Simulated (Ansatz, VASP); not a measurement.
**One calculation of MgZn5S6, two programs**

```xyz
12
Lattice="-0.0011 0.0000 6.3413 6.7177 0.0000 -0.0011 -3.3589 5.8180 0.0006" Properties=species:S:1:pos:R:3 pbc="T T T"
Mg    6.7169   -0.0002    3.1954
Zn    1.1317    1.9599    0.0332
Zn   -2.2272    3.8585    0.0337
Zn    1.0964    5.8181    0.0332
Zn    3.3583    1.9390    3.2008
Zn   -0.0007    3.8783    3.2016
S     1.1559    2.0034    2.3921
S     4.5147    3.8142    2.3914
S     1.0445    5.8177    2.3919
S     3.3581    1.9393    5.5668
S    -0.0007    3.8787    5.5675
S    -0.0010    0.0003    5.6614
```

Change from the starting cell: cell x1, atoms moved at random (sigma 0.15 Å) and cell strained at random (1.5 %), then relaxed without symmetry.

Alike in both runs: functional PBE; k mesh 2 × 3 × 3; occupations gaussian, width 0.1 eV; no spin polarisation.

Ansatz relaxed the structure, and its values are those at the end. VASP's run is a single point on that final structure, the one shown.

```csv
,VASP,Ansatz
version,VASP 6.6.1,Ansatz 0.2.0
potentials or method,"VASP PAW PBE potentials, release 64 (Mg, Zn, S), cutoff 520 eV","scalar-relativistic, plane waves, PAW"
valence electrons in the cell,98,106
```

|  | VASP | Ansatz | Ansatz less VASP |
| --- | --- | --- | --- |
| gap on the k mesh at the Fermi level (eV) | 2.25 | 2.25 | -0.002 |
| least direct gap on the mesh (eV) | 2.25 | 2.25 | -0.002 |
| pressure (GPa) | 0.1 | 0.0 | -0.09 |
| rms of the force components (eV/Å) | 0.008 | 0.002 | -0.0058 |

The functional is the same, so the differences come from potentials, cutoffs and numerics. VASP's potentials hold 98 valence electrons a cell and Ansatz's 106, so a difference there can come from the potentials and not from the codes.

The k mesh is coarse, so the values compare programs but aren't converged.
